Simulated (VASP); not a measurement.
Input of a VASP 6.6.1 run:

Contents of INCAR:

```
SYSTEM = Ga32As19P13
PREC = Accurate ; ENCUT = 500
EDIFF = 1E-7 ; ISMEAR = -1
SIGMA = 0.05 ; LREAL = Auto
LASPH = .TRUE. ; NELM = 120
ALGO = Normal ; ISIF = 8
LWAVE = .FALSE. ; LCHARG = .FALSE.
GGA = PS ; IBRION = 2
NSW = 100 ; EDIFFG = -0.03
ISYM = -1 ; GGA_COMPAT = .FALSE.
NELMIN = 4 ; KPAR = 1
```

KPOINTS

```
explicit points
1
Reciprocal
  0.25000000   0.25000000   0.25000000 1
```

POSCAR

```
Ga32As19P13
1.0
   11.1427900000      0.0000000000      0.0000000000
    0.0000000000     11.1427900000      0.0000000000
    0.0000000000      0.0000000000     11.1427900000
Ga P As
32 13 19
Direct
    0.9998220000      0.9970870000      0.9960060000
    0.0021220000      0.9996390000      0.5010120000
    0.0005690000      0.4970990000      0.9976620000
    0.0000270000      0.4979340000      0.4989430000
    0.5017610000      0.9999790000      0.0022310000
    0.5011040000      0.0026540000      0.5004900000
    0.5017440000      0.5030010000      0.0008720000
    0.4996620000      0.5007610000      0.4975270000
    0.2511390000      0.2535770000      0.9973770000
    0.2496090000      0.2553410000      0.5022190000
    0.2504430000      0.7499370000      0.0023360000
    0.2510550000      0.7518560000      0.4999590000
    0.7491620000      0.2492110000      0.0001810000
    0.7493330000      0.2530220000      0.4970870000
    0.7512740000      0.7510670000      0.9999580000
    0.7515110000      0.7477650000      0.4975350000
    0.2490410000      0.9975180000      0.2522230000
    0.2500030000      0.9979250000      0.7524020000
    0.2508940000      0.4969580000      0.2526460000
    0.2502420000      0.4975050000      0.7496580000
    0.7506940000      0.9951970000      0.2503550000
    0.7484620000      0.9969670000      0.7493290000
    0.7507640000      0.5023750000      0.2490680000
    0.7506840000      0.5017870000      0.7491240000
    0.0004010000      0.2518790000      0.2502790000
    0.0010000000      0.2503400000      0.7516780000
    0.9995870000      0.7521700000      0.2522560000
    0.0008610000      0.7491160000      0.7495090000
    0.4984270000      0.2485430000      0.2534580000
    0.4976540000      0.2532620000      0.7522230000
    0.4988420000      0.7500760000      0.2528260000
    0.5008150000      0.7552410000      0.7519590000
    0.1255250000      0.1228200000      0.1249030000
    0.1239240000      0.6250690000      0.1256660000
    0.6252650000      0.1261620000      0.1250160000
    0.3764340000      0.3747240000      0.1223280000
    0.8762840000      0.3751650000      0.1206260000
    0.8769090000      0.3732200000      0.6248690000
    0.8744430000      0.8750530000      0.1248890000
    0.8753110000      0.8727460000      0.6236490000
    0.8758580000      0.1270190000      0.3708850000
    0.1257570000      0.3697360000      0.8732020000
    0.1243140000      0.8736580000      0.3770060000
    0.1239810000      0.8771970000      0.8759320000
    0.6262250000      0.8728030000      0.8739500000
    0.1279880000      0.1263980000      0.6256740000
    0.1245690000      0.6255590000      0.6240610000
    0.6267860000      0.1262780000      0.6245250000
    0.6244340000      0.6263350000      0.1243500000
    0.6246280000      0.6258990000      0.6286740000
    0.3727300000      0.3738400000      0.6239750000
    0.3732680000      0.8761040000      0.1242750000
    0.3761250000      0.8772890000      0.6220610000
    0.3782300000      0.1214180000      0.3742510000
    0.3725490000      0.1244230000      0.8707070000
    0.3749820000      0.6233690000      0.3747530000
    0.3705160000      0.6253040000      0.8752440000
    0.8757610000      0.1249430000      0.8748200000
    0.8754280000      0.6247260000      0.3743350000
    0.8751150000      0.6250780000      0.8749860000
    0.1247100000      0.3777110000      0.3745330000
    0.6260170000      0.3745820000      0.3743320000
    0.6272880000      0.3746870000      0.8745800000
    0.6238800000      0.8769990000      0.3724480000
```

Potentials or basis: VASP PAW PBE potentials, release 64 (Ga_d, P, As).

The run is started by

```bash
$ cat potpaw_PBE.64/Ga_d/POTCAR potpaw_PBE.64/P/POTCAR potpaw_PBE.64/As/POTCAR > POTCAR
$ mpirun -np 4 vasp_std > vasp.out
```

Q: Predict the band gap on the k mesh.

A: 1.49 eV.

Q: Estimate the relaxed volume.

A: 21.59 Å³/atom.

Step by step:
| step | energy change (eV) | largest force (eV/Å) | pressure (GPa) | volume (Å³) |
| --- | --- | --- | --- | --- |
| 1 | 0.0000 | 1.3516 | 0.18 | 1383.51 |
| 2 | -0.8318 | 0.4442 | -0.29 | 1388.49 |
| 3 | -0.9015 | 0.4988 | -0.41 | 1390.43 |
| 4 | -1.0393 | 0.2722 | 0.17 | 1379.29 |
| 5 | -1.0609 | 0.1971 | 0.53 | 1372.64 |
| 6 | -1.1110 | 0.1541 | -0.13 | 1384.21 |
| 7 | -1.1110 | 0.1551 | -0.14 | 1384.53 |
| 8 | -1.1263 | 0.0773 | -0.03 | 1382.39 |
| 9 | -1.1278 | 0.0683 | 0.02 | 1381.43 |
| 10 | -1.1313 | 0.0442 | 0.01 | 1381.73 |
| 11 | -1.1320 | 0.0374 | 0.00 | 1381.93 |
| 12 | -1.1334 | 0.0263 | -0.01 | 1382.02 |

Caveat: the PAW data sets were made with another functional, which shifts forces and pressure a little; a shifted mesh leaves out Γ, where band edges can lie. A k mesh can miss the band edges.
